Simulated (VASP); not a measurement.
# Yb3TlC (Pm-3m) in VASP: single point with LDA

Aim: the single point of Yb3TlC with LDA.

Everything below comes from runs of VASP 6.6.1. Logs are shortened: lines on timing, memory, paths and dates and some standing lists are left out, and cuts for length are marked.

### Step 1. The cell of the first run

It takes space group Pm-3m (No. 221, cubic). The conventional cell has a = 5.592 Å, b = 5.592 Å, c = 5.592 Å, α = 90.00°, β = 90.00°, γ = 90.00°. Within 3.7 Å of Yb (site symmetry 4/mmm) lie 2 Tl at 2.80 Å. Tl (site symmetry m-3m) has 6 Yb at 2.80 Å within 3.7 Å. Within 5.2 Å of C (site symmetry m-3m) lie 12 Yb at 3.95 Å and 8 Tl at 4.84 Å.

### Step 2. Single point, LDA

Contents of INCAR:

```
  ALGO = Normal
  EDIFF = 1E-6
  ENCUT = 520
  GGA = CA
  ISIF = 2
  ISMEAR = -1
  LASPH = T
  LCHARG = T
  LELF = T
  LREAL = F
  LVHAR = T
  LWAVE = F
  NBANDS = 52
  NELM = 80
  PREC = Accurate
  SIGMA = 0.1
```

Contents of KPOINTS:

```
k-points
0
Gamma
  4 4 4
```

Contents of POSCAR:

```
Yb3TlC
1.0
    5.5917942995      0.0000000000      0.0000000000
    0.0000000000      5.5917942995      0.0000000000
    0.0000000000      0.0000000000      5.5917942995
Yb Tl C
3 1 1
Direct
    0.0000000000      0.5000000000      0.5000000000
    0.5000000000      0.5000000000      0.0000000000
    0.5000000000      0.0000000000      0.5000000000
    0.5000000000      0.5000000000      0.5000000000
    0.0000000000      0.0000000000      0.0000000000
```

Potentials or basis: VASP PAW PBE potentials, release 64 (Yb, Tl_d, C).

Run with:

```bash
$ cat potpaw_PBE.64/Yb/POTCAR potpaw_PBE.64/Tl_d/POTCAR potpaw_PBE.64/C/POTCAR > POTCAR
$ mpirun -np 1 vasp_std > vasp.out
```

OUTCAR:

```text
EDIFF = 1E-6
   ENCUT = 520
   GGA = CA
   ISIF = 2
   ISMEAR = -1
   LASPH = T
   LREAL = F
   NELM = 80
   PREC = Accurate

 ion  position               nearest neighbor table
   1  0.000  0.500  0.500-   4 2.80   4 2.80
   2  0.500  0.500  0.000-   4 2.80   4 2.80
   3  0.500  0.000  0.500-   4 2.80   4 2.80
   4  0.500  0.500  0.500-   1 2.80   2 2.80   3 2.80   2 2.80   3 2.80   1 2.80
   5  0.000  0.000  0.000-

  LATTYP: Found a simple cubic cell.
 ALAT       =     5.5917942995

  Lattice vectors:

 A1 = (   5.5917942995,   0.0000000000,   0.0000000000)
 A2 = (   0.0000000000,   5.5917942995,   0.0000000000)
 A3 = (   0.0000000000,   0.0000000000,   5.5917942995)

Analysis of symmetry for initial positions (statically):
=====================================================================
 Subroutine PRICEL returns:
 Original cell was already a primitive cell.

 Routine SETGRP: Setting up the symmetry group for a
 simple cubic supercell.

 Subroutine GETGRP returns: Found 48 space group operations
 (whereof 48 operations were pure point group operations)
 out of a pool of 48 trial point group operations.

The static configuration has the point symmetry O_h .

Analysis of symmetry for dynamics (positions and initial velocities):
=====================================================================
 Subroutine PRICEL returns:
 Original cell was already a primitive cell.

 Routine SETGRP: Setting up the symmetry group for a
 simple cubic supercell.

 Subroutine GETGRP returns: Found 48 space group operations
 (whereof 48 operations were pure point group operations)
 out of a pool of 48 trial point group operations.

The dynamic configuration has the point symmetry O_h .

 Subroutine INISYM returns: Found 48 space group operations
 (whereof 48 operations are pure point group operations),
 and found     1 'primitive' translations

----------------------------------------------------------------------------------------

                                     Primitive cell

  volume of cell :     174.8451

  direct lattice vectors                    reciprocal lattice vectors
     5.591794300  0.000000000  0.000000000     0.178833474  0.000000000  0.000000000
     0.000000000  5.591794300  0.000000000     0.000000000  0.178833474  0.000000000
     0.000000000  0.000000000  5.591794300     0.000000000  0.000000000  0.178833474

  length of vectors
     5.591794300  5.591794300  5.591794300     0.178833474  0.178833474  0.178833474

  position of ions in fractional coordinates (direct lattice)
     0.000000000  0.500000000  0.500000000
     0.500000000  0.500000000  0.000000000
     0.500000000  0.000000000  0.500000000
     0.500000000  0.500000000  0.500000000
     0.000000000  0.000000000  0.000000000

  ion indices of the primitive-cell ions
   primitive index   ion index
                 1           1
                 2           2
                 3           3
                 4           4
                 5           5

----------------------------------------------------------------------------------------

 KPOINTS: k-points

Automatic generation of k-mesh.
 Grid dimensions read from file:
 generate k-points for:    4    4    4

 Generating k-lattice:

  Cartesian coordinates                     Fractional coordinates (reciprocal lattice)
     0.044708368  0.000000000  0.000000000     0.250000000  0.000000000  0.000000000
     0.000000000  0.044708368  0.000000000     0.000000000  0.250000000  0.000000000
     0.000000000  0.000000000  0.044708368     0.000000000  0.000000000  0.250000000

  Length of vectors
     0.044708368  0.044708368  0.044708368

  Shift w.r.t. Gamma in fractional coordinates (k-lattice)
     0.000000000  0.000000000  0.000000000

 Subroutine IBZKPT returns following result:
 ===========================================

 Found     10 irreducible k-points:

 Following reciprocal coordinates:
            Coordinates               Weight
  0.000000  0.000000  0.000000      1.000000
  0.250000  0.000000  0.000000      6.000000
  0.500000  0.000000  0.000000      3.000000
  0.250000  0.250000  0.000000     12.000000
  0.500000  0.250000  0.000000     12.000000
  0.500000  0.500000  0.000000      3.000000
  0.250000  0.250000  0.250000      8.000000
  0.500000  0.250000  0.250000     12.000000
  0.500000  0.500000  0.250000      6.000000
  0.500000  0.500000  0.500000      1.000000
   k-points           NKPTS =     10   k-points in BZ     NKDIM =     10   number of bands    NBANDS=     52
   number of dos      NEDOS =    301   number of ions     NIONS =      5
   total plane-waves  NPLWV =  74088
   dimension x,y,z NGX =    42 NGY =   42 NGZ =   42
   dimension x,y,z NGXF=    84 NGYF=   84 NGZF=   84
   ions per type =               3   1   1
   NGX,Y,Z   is equivalent  to a cutoff of  12.49, 12.49, 12.49 a.u.
   NGXF,Y,Z  is equivalent  to a cutoff of  24.97, 24.97, 24.97 a.u.
 SYSTEM =  unknown system
   PREC   = accura    normal or accurate (medium, high low for compatibility)
   ISTART =      0    job   : 0-new  1-cont  2-samecut
   ICHARG =      2    charge: 1-file 2-atom 10-const
   ISPIN  =      1    spin polarized calculation?
   LNONCOLLINEAR =      F non collinear calculations
   LSORBIT =      F    spin-orbit coupling
   LASPH  =      T    aspherical Exc in radial PAW
   ENCUT  =  520.0 eV  38.22 Ry    6.18 a.u.  10.40 10.40 10.40*2*pi/ulx,y,z
   NELM   =     80;   NELMIN=  2; NELMDL= -5     # of ELM steps
   EDIFF  = 0.1E-05   stopping-criterion for ELM
   LREAL  =      F    real-space projection
   EDIFFG = 0.1E-04   stopping-criterion for IOM
   NSW    =      0    number of steps for IOM
   IBRION =     -1    ionic relax: 0-MD 1-quasi-New 2-CG
   NFREE  =      0    steps in history (QN), initial steepest desc. (CG)
   ISIF   =      2    stress and relaxation
   ISYM   =      2    0-nonsym 1-usesym 2-fastsym
   POTIM  = 0.5000    time-step for ionic-motion
   TEBEG  =    0.0;   TEEND  =   0.0 temperature during run
   PSTRESS=    0.0 pullay stress
   NELECT =      89.0000    total number of electrons
   NUPDOWN=      -1.0000    fix difference up-down
   EMIN   =  10.00;   EMAX   =-10.00  energy-range for DOS
   EFERMI =   0.00;   METHOD = LEGACY
   ISMEAR =    -1;   SIGMA  =   0.10  broadening in eV -4-tet -1-fermi 0-gaus
   EFERMI_NEDOS =   21; number of points for ismear=-14 and -15
   IALGO  =     38    algorithm
   IMIX   =      4    mixing-type and parameters
     AMIX     =   0.40;   BMIX     =  1.00
     AMIX_MAG =   1.60;   BMIX_MAG =  1.00
  volume/ion in A,a.u.               =      34.97       235.98
  Fermi-wavevector in a.u.,A,eV,Ry     =   1.307135  2.470126 23.246926  1.708601
  Thomas-Fermi vector in A             =   2.437890
   LORBIT       =      0    0 simple, 1 ext, 2 COOP (PROOUT), +10 PAW based schemes
   GGA     = CA    functional components
   LHFCALC =     F    Hartree Fock is set to
   AEXX    =    0.0000 exact exchange contribution
   IVDW    =     0    specifies the selected vdW correction
   LEPSILON=     F    determine dielectric tensor
   LRPA    =     F    only Hartree local field effects (RPA)
 non-spin polarized calculation
  energy-cutoff  :      520.00
  volume of cell :      174.85
 maximum number of plane-waves:      4737
 NGX is ok and might be reduce to    42
   NGX = 21   NGY = 21   NGZ = 21

 number of electron      89.0000096 magnetization

 Free energy of the ion-electron system (eV)
  ---------------------------------------------------
  ext. energy  EPLUGINS =         0.00000000
  ---------------------------------------------------
  free energy    TOTEN  =       -17.96904649 eV

  energy without entropy =      -17.49749481  energy(sigma->0) =      -17.73327065

 E-fermi :   1.0507     XC(G=0):  -9.0025

 val. band max:        1.0389424808   @ k =   0.5000   0.5000   0.0000
 cond. band min:       1.0667713932   @ k =   0.5000   0.2500   0.0000
 fundamental gap:      0.0278289123
 Fermi energy:         1.0507342516

 k-point     1 :       0.0000    0.0000    0.0000
  band No.  band energies     occupation
      1     -50.5226      2.00000
      2     -50.5156      2.00000
      3     -50.5156      2.00000
      4     -23.1637      2.00000
      5     -23.1637      2.00000
      6     -23.1637      2.00000
[... 44 lines left out ...]
     51       2.4527      0.00000
     52       2.4527      0.00000

 k-point     2 :       0.2500    0.0000    0.0000
  band No.  band energies     occupation
      1     -50.5216      2.00000
      2     -50.5163      2.00000
      3     -50.5156      2.00000
      4     -23.1718      2.00000
      5     -23.1564      2.00000
      6     -23.1564      2.00000
[... 44 lines left out ...]
     51       3.2592      0.00000
     52       3.2592      0.00000

 k-point     3 :       0.5000    0.0000    0.0000
  band No.  band energies     occupation
      1     -50.5202      2.00000
      2     -50.5174      2.00000
      3     -50.5156      2.00000
      4     -23.1818      2.00000
      5     -23.1481      2.00000
      6     -23.1481      2.00000
[... 44 lines left out ...]
     51       3.5997      0.00000
     52       3.6001      0.00000
[... 276 lines left out ...]
 k-point     9 :       0.5000    0.5000    0.2500
  band No.  band energies     occupation
      1     -50.5177      2.00000
      2     -50.5174      2.00000
      3     -50.5174      2.00000
      4     -23.2719      2.00000
      5     -23.1247      2.00000
      6     -23.1210      2.00000
[... 44 lines left out ...]
     51       3.6385      0.00000
     52       3.6501      0.00000

 k-point    10 :       0.5000    0.5000    0.5000
  band No.  band energies     occupation
      1     -50.5174      2.00000
      2     -50.5174      2.00000
      3     -50.5174      2.00000
      4     -23.3002      2.00000
      5     -23.1210      2.00000
      6     -23.1210      2.00000
[... 44 lines left out ...]
     51       3.5591      0.00000
     52       3.5591      0.00000

------------------------ aborting loop because EDIFF is reached ----------------------------------------

  FORCE on cell =-STRESS in cart. coord.  units (eV):
  Direction    XX          YY          ZZ          XY          YZ          ZX
  --------------------------------------------------------------------------------------
  -------------------------------------------------------------------------------------
  Total        0.8581077      0.8581077      0.8581077      0.0000000      0.0000000     -0.0000000
  in kB        7.8631913      7.8631913      7.8631913      0.0000000      0.0000000     -0.0000000
  external PRESSURE =       7.8631913 kB  Pullay stress =       0.0000000 kB

 VOLUME and BASIS-vectors are now :
 -----------------------------------------------------------------------------
  energy-cutoff  :      520.00
  volume of cell :      174.85
      direct lattice vectors                 reciprocal lattice vectors
     5.591794300  0.000000000  0.000000000     0.178833474  0.000000000  0.000000000
     0.000000000  5.591794300  0.000000000     0.000000000  0.178833474  0.000000000
     0.000000000  0.000000000  5.591794300     0.000000000  0.000000000  0.178833474

 POSITION                                       TOTAL-FORCE (eV/Angst)
 -----------------------------------------------------------------------------------
      0.00000      2.79590      2.79590         0.000000      0.000000      0.000000
      2.79590      2.79590      0.00000         0.000000      0.000000      0.000000
      2.79590      0.00000      2.79590         0.000000      0.000000      0.000000
      2.79590      2.79590      2.79590         0.000000      0.000000      0.000000
      0.00000      0.00000      0.00000         0.000000      0.000000      0.000000
 -----------------------------------------------------------------------------------
    total drift:                                0.000000     -0.000000     -0.000000

  FREE ENERGIE OF THE ION-ELECTRON SYSTEM (eV)
  ---------------------------------------------------
  free  energy   TOTEN  =       -17.9690464941 eV

  energy  without entropy=      -17.4974948130  energy(sigma->0) =      -17.73327065
```

Wall time 8.9 min (1 thread of Intel Xeon 8259CL, shared host); peak memory 0.27 GiB.

What came out:

```
Free energy            : -17.9690 eV
Pressure               : 0.8 GPa
Band gap on the k mesh : zero (an odd number of electrons rules out a gap without spin polarisation)
```

Levels at points of the mesh, in eV from the Fermi level:
```
           k point  band 42  band 43  band 44  band 45  band 46  band 47
(0.00, 0.00, 0.00)    -0.15    -0.15    -0.15     0.51     0.51     1.35
(0.50, 0.00, 0.00)    -0.45    -0.10    -0.10     0.08     0.08     1.48
(0.50, 0.50, 0.00)    -0.44    -0.39    -0.12    -0.01    -0.01     1.65
(0.50, 0.50, 0.50)    -0.44    -0.44    -0.35    -0.35    -0.35     1.72
```

Caveat: the PAW data sets were made with another functional, which shifts forces and pressure a little; spin-orbit coupling is left out, which moves the levels of the heavy elements. Spin polarisation is off, so any magnetic state and its effect on volume and gap are missing.

The gap in the log of VASP goes by the Fermi energy; the results here count the filled bands.